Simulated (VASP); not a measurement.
Set up this calculation in VASP 6.6.1, as the native input.

| Quantity | Value |
| --- | --- |
| Task | relaxation of cell and atoms |
| Functional | PBEsol |
| Potentials or basis | VASP PAW PBE potentials, release 64 (Sc_sv, Al, N) |
| Cutoff | 600 eV |
| k mesh | 6 × 6 × 6 |
| Occupations | gaussian, width 0.01 eV |
| Spin | no spin polarisation |
| Dipole correction | no |
| Further INCAR settings | LREAL = Auto; ALGO = Normal; EDIFF = 1e-06; IBRION = 2; EDIFFG = -0.0015; NSW = 70; ISIF = 3 |

The structure of ScAl7N8 lies in POSCAR:

```
ScAl7N8
1.0
    0.0000000000      0.0000000000     -5.0070062946
    3.1682041227      5.4874905093      0.0000000000
    3.1682041227     -5.4874905093      0.0000000000
Sc Al N
1 7 8
Direct
    0.0098396427      0.1666666667      0.3333333333
    0.0024281536      0.1677667316      0.8338833658
    0.0024281536      0.6661166342      0.3322332684
    0.0024281536      0.6661166342      0.8338833658
    0.5002151611      0.3364579928      0.6729159857
    0.5002151611      0.3364579928      0.1635420072
    0.5031288988      0.8333333333      0.6666666667
    0.5002151611      0.8270840143      0.1635420072
    0.5866813260      0.1666666667      0.3333333333
    0.6208532632      0.1652667587      0.8326333793
    0.6208532632      0.6673666207      0.3347332413
    0.6208532632      0.6673666207      0.8326333793
    0.1235540070      0.3438135358      0.6876270716
    0.1235540070      0.3438135358      0.1561864642
    0.1191983778      0.8333333333      0.6666666667
    0.1235540070      0.8123729284      0.1561864642
```

One way to write it, as run:

INCAR

```
SYSTEM = ScAl7N8
PREC = Accurate ; ENCUT = 600
EDIFF = 1E-6 ; ISMEAR = 0
SIGMA = 0.01 ; LREAL = Auto
LASPH = .True. ; NELM = 100
ALGO = Normal ; ISIF = 3
LWAVE = .False. ; LCHARG = .False.
GGA = PS ; IBRION = 2
NSW = 70 ; EDIFFG = -0.0015
```

KPOINTS

```
regular mesh
0
Gamma
  6 6 6
  0 0 0
```

Potentials or basis: VASP PAW PBE potentials, release 64 (Sc_sv, Al, N).

Launch:

```bash
$ cat potpaw_PBE.64/Sc_sv/POTCAR potpaw_PBE.64/Al/POTCAR potpaw_PBE.64/N/POTCAR > POTCAR
$ mpirun -np 1 vasp_std > vasp.out
```

Results of the run:

```
Relaxed volume                         : 10.88 Å³/atom
Relaxed cell                           : a = 5.008 Å, b = 6.336 Å, c = 6.336 Å, α = 120.00°, β = 90.00°, γ = 90.00°
Space group after relaxing (to 0.05 Å) : P3m1 (No. 156)
Energy gained by relaxing              : 0.0 meV/atom
Ionic steps                            : 8
Pressure after relaxing                : 0.0 GPa
Band gap on the k mesh                 : 3.95 eV, direct
```

Caveat: the PAW data sets were made with another functional, which shifts forces and pressure a little.

Run time: 32 min on 1 thread of AMD EPYC 7R43 64-Core Processor (Zen 3), with other jobs on the host, peak memory 0.44 GiB.
